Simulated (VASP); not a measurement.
Wanted: the native input for a VASP 6.6.1 run.

```
Task                   : relaxation of cell and atoms
Functional             : PBE
Potentials or basis    : VASP PAW PBE potentials, release 64 (Ba_sv, Er_3), 4f in core
Cutoff                 : 500 eV
k mesh                 : 8 × 8 × 8
Occupations            : gaussian, width 0.1 eV
Spin                   : no spin polarisation
Dipole correction      : no
Further INCAR settings : ALGO = Normal; EDIFF = 1e-07; IBRION = 2; EDIFFG = -0.01; NSW = 100; ISIF = 3
```

The structure of Ba4Er lies in POSCAR:

```
Ba4Er
1.0
   -5.6508231002      5.6508231002      2.2261560594
    5.6508231002     -5.6508231002      2.2261560594
    5.6508231002      5.6508231002     -2.2261560594
Ba Er
4 1
Direct
    0.0000000000      0.7288646509      0.7288646509
    0.0000000000      0.2711353491      0.2711353491
    0.7288646509      0.0000000000      0.7288646509
    0.2711353491      0.0000000000      0.2711353491
    0.5000000000      0.5000000000      0.0000000000
```

The cell was generated, and may not be a known phase.

The input as run:

INCAR

```
SYSTEM = Ba4Er
PREC = Accurate
ENCUT = 500
EDIFF = 1E-7
ISMEAR = 0
SIGMA = 0.1
LREAL = .False.
LASPH = .True.
NELM = 200
ALGO = Normal
ISIF = 3
LWAVE = .False.
LCHARG = .False.
GGA = PE
IBRION = 2
NSW = 100
EDIFFG = -0.01
GGA_COMPAT = .False.
NELMIN = 4
LMAXMIX = 6
```

KPOINTS

```
Automatic mesh
0
Gamma
  8 8 8
  0 0 0
```

Potentials or basis: VASP PAW PBE potentials, release 64 (Ba_sv, Er_3), 4f in core.

Command:

```console
$ cat potpaw_PBE.64/Ba_sv/POTCAR potpaw_PBE.64/Er_3/POTCAR > POTCAR
$ mpirun -np 1 vasp_std > vasp.out
```

It gave:

```
Relaxed volume                        : 57.42 Å³/atom
Relaxed cell                          : a = 8.325 Å, b = 8.325 Å, c = 8.325 Å, α = 94.12°, β = 94.12°, γ = 148.90°
Space group after relaxing (to 0.1 Å) : I4/mmm (No. 139)
Energy gained by relaxing             : 0.2 meV/atom
Ionic steps                           : 3
Pressure after relaxing               : 0.0 GPa
Largest force after relaxing          : 0.005 eV/Å
Band gap on the k mesh                : zero (an odd number of electrons rules out a gap without spin polarisation)
```

Caveat: spin-orbit coupling is left out, which moves the levels of the heavy elements; the 4f electrons are frozen in the core, so they carry no moment and show no levels.

Wall time 25 min on 1 thread of AMD EPYC 9R45 (Zen 5) (shared host), peak memory 0.83 GiB.
